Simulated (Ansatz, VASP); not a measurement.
## WS2: VASP beside Ansatz

```
W S
1.0
     3.32376    0.00000    0.00000
    -1.66188    2.87846    0.00000
     0.00000    0.00000   16.51502
W S
1 2
Direct
  0.33333 0.66667 0.00000
  0.66667 0.33333 0.90834
  0.66667 0.33333 0.09166
```

Change from the starting cell: epitaxial_xy strain +4.9%.

Alike in both runs: task single point; functional HSE06; k mesh 6 × 6 × 2; no spin polarisation.

|  | VASP | Ansatz |
| --- | --- | --- |
| version | VASP 6.6.1 | Ansatz 0.2.0 |
| potentials or method | VASP PAW PBE potentials, release 64 (W_sv, S) | plane waves, PAW |
| plane-wave cutoff (eV) | 520 | 420 |
| occupations | gaussian, width 0.01 eV | fixed |
| valence electrons in the cell | 26 | 26 |

VASP gave:

| Quantity | Value |
| --- | --- |
| gap on the k mesh at the Fermi level (eV) | 1.19 |
| rms of the force components (eV/Å) | 0.107 |

**Question.** Estimate Ansatz's values.

**Answer.** gap on the k mesh at the Fermi level (eV): 1.18; rms of the force components (eV/Å): 0.082.

Atom by atom the forces differ by 0.025 eV/Å (rms over components). Ansatz's warnings: stress exchange threshold loose, stress scf threshold loose.

Neither program's run includes spin-orbit coupling.
